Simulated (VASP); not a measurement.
# NaCl (Fm-3m) in VASP: a series of runs

Runs on NaCl. Level: LDA. Tasks: vibrations by perturbation theory.

Everything below comes from runs of VASP 6.6.1. Logs are shortened: lines on timing, memory, paths and dates and some standing lists are left out, and cuts for length are marked.

## Step 1: The cell of the first run

Symmetry: Fm-3m, No. 225, cubic system. The conventional cell has a = 5.365 Å, b = 5.365 Å, c = 5.365 Å, α = 90.00°, β = 90.00°, γ = 90.00°. Na (site symmetry m-3m) has 6 Cl at 2.68 Å within 3.5 Å. Cl (site symmetry m-3m) has 6 Na at 2.68 Å within 3.5 Å.

## Step 2: Vibrations by perturbation theory, LDA

Contents of INCAR:

```
  PREC = Accurate
  ENCUT = 520
  EDIFF = 1E-8
  ISMEAR = 0
  SIGMA = 0.01
  LREAL = F
  LASPH = T
  NELM = 100
  ALGO = Normal
  ISIF = 2
  LWAVE = F
  LCHARG = F
  GGA = CA
  IBRION = 8
  NSW = 1
```

Contents of KPOINTS:

```
Automatic mesh
0
Gamma
  8 8 8
```

Contents of POSCAR:

```
NaCl
1.0
    2.6826303456      2.6826303456      0.0000000000
   -2.6826303456      2.6826303456      0.0000000000
    0.0000000000      2.6826303456      2.6826303456
Na Cl
1 1
Direct
    0.0000000000      0.0000000000      0.0000000000
    0.5000000000      0.5000000000      0.0000000000
```

Potentials or basis: VASP PAW LDA potentials, release 64 (Na_pv, Cl).

The run is started by

```bash
cat potpaw_LDA.64/Na_pv/POTCAR potpaw_LDA.64/Cl/POTCAR > POTCAR
mpirun -np 1 vasp_std > vasp.out
```

OUTCAR:

```text
PREC = Accurate
   ENCUT = 520
   EDIFF = 1E-8
   ISMEAR = 0
   LREAL = F
   LASPH = T
   NELM = 100
   ISIF = 2
   GGA = CA
   IBRION = 8
   NSW = 1

 ion  position               nearest neighbor table
   1  0.000  0.000  0.000-   2 2.68   2 2.68   2 2.68   2 2.68   2 2.68   2 2.68
   2  0.500  0.500  0.000-   1 2.68   1 2.68   1 2.68   1 2.68   1 2.68   1 2.68

  LATTYP: Found a face centered cubic cell.
 ALAT       =     5.3652606912

  Lattice vectors:

 A1 = (   0.0000000000,   2.6826303456,   2.6826303456)
 A2 = (   2.6826303456,   0.0000000000,   2.6826303456)
 A3 = (   2.6826303456,   2.6826303456,   0.0000000000)

Analysis of symmetry for initial positions (statically):
=====================================================================
 Subroutine PRICEL returns:
 Original cell was already a primitive cell.

 Routine SETGRP: Setting up the symmetry group for a
 face centered cubic supercell.

 Subroutine GETGRP returns: Found 48 space group operations
 (whereof 48 operations were pure point group operations)
 out of a pool of 48 trial point group operations.

The static configuration has the point symmetry O_h .

Analysis of symmetry for dynamics (positions and initial velocities):
=====================================================================
 Subroutine PRICEL returns:
 Original cell was already a primitive cell.

 Routine SETGRP: Setting up the symmetry group for a
 face centered cubic supercell.

 Subroutine GETGRP returns: Found 48 space group operations
 (whereof 48 operations were pure point group operations)
 out of a pool of 48 trial point group operations.

The dynamic configuration has the point symmetry O_h .

 Subroutine INISYM returns: Found 48 space group operations
 (whereof 48 operations are pure point group operations),
 and found     1 'primitive' translations

----------------------------------------------------------------------------------------

                                     Primitive cell

[... 494 lines left out ...]

 VOLUME and BASIS-vectors are now :
 -----------------------------------------------------------------------------
  energy-cutoff  :      520.00
  volume of cell :       38.61
      direct lattice vectors                 reciprocal lattice vectors
     2.682630346  2.682630346  0.000000000     0.186384233  0.186384233 -0.186384233
    -2.682630346  2.682630346  0.000000000    -0.186384233  0.186384233 -0.186384233
     0.000000000  2.682630346  2.682630346     0.000000000  0.000000000  0.372768466

 POSITION                                       TOTAL-FORCE (eV/Angst)
 -----------------------------------------------------------------------------------
      0.00000      0.00000      0.00000        -0.000000      0.000000      0.000000
      0.00000      2.68263      0.00000         0.000000     -0.000000      0.000000
 -----------------------------------------------------------------------------------
    total drift:                               -0.000000      0.000000     -0.000000

  FREE ENERGIE OF THE ION-ELECTRON SYSTEM (eV)
  ---------------------------------------------------
  free  energy   TOTEN  =        -7.3755421688 eV

  energy  without entropy=       -7.3755421688  energy(sigma->0) =       -7.37554217

[... ionic steps 2 to 3 ...]

--------------------------------------- Ionic step        4  -------------------------------------------

------------------------ aborting loop because EDIFF is reached ----------------------------------------

[... ionic steps 5 to 6 ...]

--------------------------------------- Ionic step        7  -------------------------------------------

 Free energy of the ion-electron system (eV)
  ---------------------------------------------------
  ---------------------------------------------------
  free energy    TOTEN  =        -0.18852849 eV

  energy without entropy =       -0.18852849

------------------------ aborting loop because EDIFF is reached ----------------------------------------

 INTERNAL STRAIN TENSOR  FOR ION    2  DIRECTION 1   (eV/Angst):
 -----------------------------------------------------------------------------
    -0.00837 -0.00000  0.00000
    -0.00000 -0.00071  0.00000
    -0.00000  0.00000 -0.00071

 INTERNAL STRAIN TENSOR FOR ION    2 for displacements in x,y,z  (eV/Angst):
          X           Y           Z          XY          YZ          ZX
  --------------------------------------------------------------------------------
  x     0.00000     0.00000     0.00000     0.00000     0.00000     0.00000
  y     0.00000     0.00000     0.00000     0.00000     0.00000     0.00000
  z     0.00000     0.00000     0.00000     0.00000     0.00000     0.00000

 SECOND DERIVATIVES (NOT SYMMETRIZED)
 ------------------------------------
               1X          1Y          1Z          2X          2Y          2Z
  1X    -2.362206    0.000000    0.000000    2.362206    0.000000    0.000000
  1Y     0.000000   -2.362206    0.000000    0.000000    2.362206    0.000000
  1Z     0.000000    0.000000   -2.362206    0.000000    0.000000    2.362206
  2X     2.367872    0.000000   -0.000000   -2.367872   -0.000000    0.000000
  2Y    -0.000000    2.367872    0.000000    0.000000   -2.367872   -0.000000
  2Z     0.000000    0.000000    2.367872   -0.000000   -0.000000   -2.367872

 Eigenvectors and eigenvalues of the dynamical matrix
 ----------------------------------------------------

   1 f  =    6.437018 THz    40.444979 2PiTHz  214.715819 cm-1    26.621357 meV
             X         Y         Z           dx          dy          dz
      0.000000  0.000000  0.000000    -0.000000    0.778494   -0.000000
      0.000000  2.682630  0.000000    -0.000000   -0.627652    0.000000
[... 21 lines left out ...]
   6 f/i=    0.003768 THz     0.023673 2PiTHz    0.125674 cm-1     0.015582 meV
             X         Y         Z           dx          dy          dz
      0.000000  0.000000  0.000000    -0.000000   -0.000000   -0.627652
      0.000000  2.682630  0.000000    -0.000000    0.000000   -0.778494

--------------------------------------------------------------------------------------------------------

 ELASTIC MODULI CONTR FROM IONIC RELAXATION (kBar)
 Direction    XX          YY          ZZ          XY          YZ          ZX
 --------------------------------------------------------------------------------
 XX           0.0000      0.0000      0.0000      0.0000      0.0000      0.0000
 YY           0.0000      0.0000      0.0000      0.0000      0.0000      0.0000
 ZZ           0.0000      0.0000      0.0000      0.0000      0.0000      0.0000
 XY           0.0000      0.0000      0.0000      0.0000      0.0000      0.0000
 YZ           0.0000      0.0000      0.0000      0.0000      0.0000      0.0000
 ZX           0.0000      0.0000      0.0000      0.0000      0.0000      0.0000
 --------------------------------------------------------------------------------
```

OSZICAR:

```text
N       E                     dE             d eps       ncg     rms          rms(c)
DAV:   1     0.925554880196E+02    0.92555E+02   -0.75820E+03   641   0.130E+03
DAV:   2    -0.688075527104E+00   -0.93244E+02   -0.87699E+02   723   0.280E+02
DAV:   3    -0.743897295320E+01   -0.67509E+01   -0.67149E+01   770   0.776E+01
DAV:   4    -0.755555645001E+01   -0.11658E+00   -0.11649E+00   721   0.109E+01
[... 38 lines left out ...]
RMM:  10    -0.188528408932E+00    0.66314E-06   -0.30999E-07  2425   0.175E-04    0.329E-05
RMM:  11    -0.188528288524E+00    0.12041E-06   -0.77323E-07  2627   0.623E-05    0.127E-05
RMM:  12    -0.188528458868E+00   -0.17034E-06   -0.12233E-07  2214   0.373E-05    0.524E-06
RMM:  13    -0.188528491356E+00   -0.32488E-07    0.34974E-08  2247   0.255E-05    0.104E-06
RMM:  14    -0.188528490133E+00    0.12229E-08   -0.37232E-08  1952   0.196E-05    0.983E-07
 Linear response finished
```

Wall time 33 s (1 thread of Intel Xeon 6975P-C (Granite Rapids), shared host); peak memory 0.18 GiB.

Results:

| Property | Result |
| --- | --- |
| Highest phonon frequency at Γ, LO-TO splitting left out | 215 cm⁻¹ |

Phonon frequencies in cm⁻¹ (negative: imaginary):
```csv
q point,frequencies
"(0.000, 0.000, 0.000)",0 0 0 215 215 215
```

Caveat: the cell stands under pressure or tension, which shifts response properties.

## Step 3: Vibrations by perturbation theory, LDA

This run uses another cell than the first one, of 20.40 Å³/atom.

Contents of INCAR:

```
SYSTEM = NaCl
  PREC = Accurate
  ENCUT = 520
  EDIFF = 1E-8
  ISMEAR = 0
  SIGMA = 0.01
  LREAL = .False.
  LASPH = .True.
  NELM = 80
  ALGO = Normal
  ISIF = 2
  LWAVE = .False.
  LCHARG = .True.
  GGA = CA
  IBRION = 8
  NSW = 1
```

Contents of KPOINTS:

```
Automatic mesh
0
Gamma
  8 8 8
  0 0 0
```

Contents of POSCAR:

```
NaCl
1.0
    2.7321942157      2.7321942157      0.0000000000
   -2.7321942157      2.7321942157      0.0000000000
    0.0000000000      2.7321942157      2.7321942157
Na Cl
1 1
Direct
    0.0000000000      0.0000000000      0.0000000000
    0.5000000000      0.5000000000      0.0000000000
```

Potentials or basis: VASP PAW LDA potentials, release 64 (Na_pv, Cl).

The run is started by

```bash
cat potpaw_LDA.64/Na_pv/POTCAR potpaw_LDA.64/Cl/POTCAR > POTCAR
mpirun -np 1 vasp_std > vasp.out
```

OUTCAR:

```text
SYSTEM = NaCl
   PREC = Accurate
   ENCUT = 520
   EDIFF = 1E-8
   ISMEAR = 0
   LREAL = .False.
   LASPH = .True.
   NELM = 80
   ISIF = 2
   GGA = CA
   IBRION = 8
   NSW = 1

 ion  position               nearest neighbor table
   1  0.000  0.000  0.000-
   2  0.500  0.500  0.000-

  LATTYP: Found a face centered cubic cell.
 ALAT       =     5.4643884314

  Lattice vectors:

 A1 = (   0.0000000000,   2.7321942157,   2.7321942157)
 A2 = (   2.7321942157,   0.0000000000,   2.7321942157)
 A3 = (   2.7321942157,   2.7321942157,   0.0000000000)

Analysis of symmetry for initial positions (statically):
=====================================================================
 Subroutine PRICEL returns:
 Original cell was already a primitive cell.

 Routine SETGRP: Setting up the symmetry group for a
 face centered cubic supercell.

 Subroutine GETGRP returns: Found 48 space group operations
 (whereof 48 operations were pure point group operations)
 out of a pool of 48 trial point group operations.

The static configuration has the point symmetry O_h .

Analysis of symmetry for dynamics (positions and initial velocities):
=====================================================================
 Subroutine PRICEL returns:
 Original cell was already a primitive cell.

 Routine SETGRP: Setting up the symmetry group for a
 face centered cubic supercell.

 Subroutine GETGRP returns: Found 48 space group operations
 (whereof 48 operations were pure point group operations)
 out of a pool of 48 trial point group operations.

The dynamic configuration has the point symmetry O_h .

[... 517 lines left out ...]
 -----------------------------------------------------------------------------------
    total drift:                               -0.000000      0.000000      0.000000

  FREE ENERGIE OF THE ION-ELECTRON SYSTEM (eV)
  ---------------------------------------------------
  free  energy   TOTEN  =        -7.3892026085 eV

  energy  without entropy=       -7.3892026085  energy(sigma->0) =       -7.38920261

[... ionic steps 2 to 3 ...]

--------------------------------------- Ionic step        4  -------------------------------------------

------------------------ aborting loop because EDIFF is reached ----------------------------------------

[... ionic steps 5 to 6 ...]

--------------------------------------- Ionic step        7  -------------------------------------------

 Free energy of the ion-electron system (eV)
  ---------------------------------------------------
  ---------------------------------------------------
  free energy    TOTEN  =        -0.18926301 eV

  energy without entropy =       -0.18926301

------------------------ aborting loop because EDIFF is reached ----------------------------------------

 INTERNAL STRAIN TENSOR  FOR ION    2  DIRECTION 1   (eV/Angst):
 -----------------------------------------------------------------------------
    -0.00587  0.00000  0.00000
    -0.00000 -0.00175 -0.00000
     0.00000 -0.00000 -0.00175

 INTERNAL STRAIN TENSOR FOR ION    2 for displacements in x,y,z  (eV/Angst):
          X           Y           Z          XY          YZ          ZX
  --------------------------------------------------------------------------------
  x     0.00000     0.00000     0.00000     0.00000     0.00000     0.00000
  y     0.00000     0.00000     0.00000     0.00000     0.00000     0.00000
  z     0.00000     0.00000     0.00000     0.00000     0.00000     0.00000

 SECOND DERIVATIVES (NOT SYMMETRIZED)
 ------------------------------------
               1X          1Y          1Z          2X          2Y          2Z
  1X    -1.830097    0.000000   -0.000000    1.830097   -0.000000    0.000000
  1Y    -0.000000   -1.830097    0.000000    0.000000    1.830097   -0.000000
  1Z     0.000000    0.000000   -1.830097   -0.000000   -0.000000    1.830097
  2X     1.830126   -0.000000    0.000000   -1.830126    0.000000   -0.000000
  2Y     0.000000    1.830126   -0.000000   -0.000000   -1.830126    0.000000
  2Z    -0.000000   -0.000000    1.830126    0.000000    0.000000   -1.830126

 Eigenvectors and eigenvalues of the dynamical matrix
 ----------------------------------------------------

   1 f  =    5.663167 THz    35.582728 2PiTHz  188.902917 cm-1    23.420966 meV
             X         Y         Z           dx          dy          dz
      0.000000  0.000000  0.000000     0.778859    0.000000   -0.000000
      0.000000  2.732194  0.000000    -0.627199   -0.000000    0.000000
[... 21 lines left out ...]
   6 f/i=    0.000022 THz     0.000138 2PiTHz    0.000734 cm-1     0.000091 meV
             X         Y         Z           dx          dy          dz
      0.000000  0.000000  0.000000    -0.558215    0.285963   -0.000000
      0.000000  2.732194  0.000000    -0.693194    0.355111    0.000000

--------------------------------------------------------------------------------------------------------

 ELASTIC MODULI CONTR FROM IONIC RELAXATION (kBar)
 Direction    XX          YY          ZZ          XY          YZ          ZX
 --------------------------------------------------------------------------------
 XX           0.0000      0.0000      0.0000      0.0000      0.0000      0.0000
 YY           0.0000      0.0000      0.0000      0.0000      0.0000      0.0000
 ZZ           0.0000      0.0000      0.0000      0.0000      0.0000      0.0000
 XY           0.0000      0.0000      0.0000      0.0000      0.0000      0.0000
 YZ           0.0000      0.0000      0.0000      0.0000      0.0000      0.0000
 ZX           0.0000      0.0000      0.0000      0.0000      0.0000      0.0000
 --------------------------------------------------------------------------------
```

Wall time 49 s (1 thread of Intel Xeon 6975P-C (Granite Rapids), shared host); peak memory 0.19 GiB.

What came out:

* Highest phonon frequency at Γ, LO-TO splitting left out: 189 cm⁻¹

Phonon frequencies in cm⁻¹ (negative: imaginary):
```
              q point        frequencies
(0.000, 0.000, 0.000)  0 0 0 189 189 189
```

## Step 4: Vibrations by perturbation theory, LDA

This run uses another cell than the first one, of 21.96 Å³/atom.

Contents of INCAR:

```
SYSTEM = NaCl
ALGO = Normal
EDIFF = 1E-8
ENCUT = 520
GGA = CA
IBRION = 8
ISIF = 2
ISMEAR = 0
LASPH = .TRUE.
LCHARG = .FALSE.
LREAL = .FALSE.
LWAVE = .FALSE.
NELM = 80
NSW = 1
PREC = Accurate
SIGMA = 0.01
```

Contents of KPOINTS:

```
k-points
0
G
  8 8 8
  0 0 0
```

Contents of POSCAR:

```
NaCl
1.0
    2.8002682514      2.8002682514      0.0000000000
   -2.8002682514      2.8002682514      0.0000000000
    0.0000000000      2.8002682514      2.8002682514
Na Cl
1 1
Direct
    0.0000000000      0.0000000000      0.0000000000
    0.5000000000      0.5000000000      0.0000000000
```

Potentials or basis: VASP PAW LDA potentials, release 64 (Na_pv, Cl).

The run is started by

```bash
cat potpaw_LDA.64/Na_pv/POTCAR potpaw_LDA.64/Cl/POTCAR > POTCAR
mpirun -np 1 vasp_std > vasp.out
```

OUTCAR:

```text
SYSTEM = NaCl
   EDIFF = 1E-8
   ENCUT = 520
   GGA = CA
   IBRION = 8
   ISIF = 2
   ISMEAR = 0
   LASPH = .TRUE.
   LREAL = .FALSE.
   NELM = 80
   NSW = 1
   PREC = Accurate

 ion  position               nearest neighbor table
   1  0.000  0.000  0.000-
   2  0.500  0.500  0.000-

  LATTYP: Found a face centered cubic cell.
 ALAT       =     5.6005365028

  Lattice vectors:
[... 590 lines left out ...]

 SECOND DERIVATIVES (NOT SYMMETRIZED)
 ------------------------------------
               1X          1Y          1Z          2X          2Y          2Z
  1X    -1.274649    0.000000   -0.000000    1.274649   -0.000000    0.000000
  1Y    -0.000000   -1.274649    0.000000    0.000000    1.274649   -0.000000
  1Z     0.000000    0.000000   -1.274649   -0.000000   -0.000000    1.274649
  2X     1.252916    0.000000    0.000000   -1.252916    0.000000    0.000000
  2Y     0.000000    1.252916    0.000000    0.000000   -1.252916    0.000000
  2Z     0.000000    0.000000    1.252916    0.000000    0.000000   -1.252916

 Eigenvectors and eigenvalues of the dynamical matrix
 ----------------------------------------------------

   1 f  =    4.710411 THz    29.596384 2PiTHz  157.122392 cm-1    19.480685 meV
             X         Y         Z           dx          dy          dz
      0.000000  0.000000  0.000000    -0.781484   -0.000000    0.000000
      0.000000  2.800268  0.000000     0.623925    0.000000    0.000000
[... 21 lines left out ...]
   6 f/i=    0.019748 THz     0.124080 2PiTHz    0.658719 cm-1     0.081671 meV
             X         Y         Z           dx          dy          dz
      0.000000  0.000000  0.000000    -0.000000   -0.623925    0.000000
      0.000000  2.800268  0.000000     0.000000   -0.781484    0.000000

--------------------------------------------------------------------------------------------------------

 ELASTIC MODULI CONTR FROM IONIC RELAXATION (kBar)
 Direction    XX          YY          ZZ          XY          YZ          ZX
 --------------------------------------------------------------------------------
 XX           0.0000      0.0000      0.0000      0.0000      0.0000      0.0000
 YY           0.0000      0.0000      0.0000      0.0000      0.0000      0.0000
 ZZ           0.0000      0.0000      0.0000      0.0000      0.0000      0.0000
 XY           0.0000      0.0000      0.0000      0.0000      0.0000      0.0000
 YZ           0.0000      0.0000      0.0000      0.0000      0.0000      0.0000
 ZX           0.0000      0.0000      0.0000      0.0000      0.0000      0.0000
 --------------------------------------------------------------------------------
```

Run time: 60 s. Hardware: 1 thread of Intel Xeon 6975P-C (Granite Rapids), shared host; peak memory 0.2 GiB.

Results:

| Quantity | Value |
| --- | --- |
| Highest phonon frequency at Γ, LO-TO splitting left out | 157 cm⁻¹ |

Phonon frequencies in cm⁻¹ (negative: imaginary):
```csv
q point,frequencies
"(0.000, 0.000, 0.000)",-1 -1 -1 157 157 157
```

Caveat: the cell stands under pressure or tension, which shifts response properties.
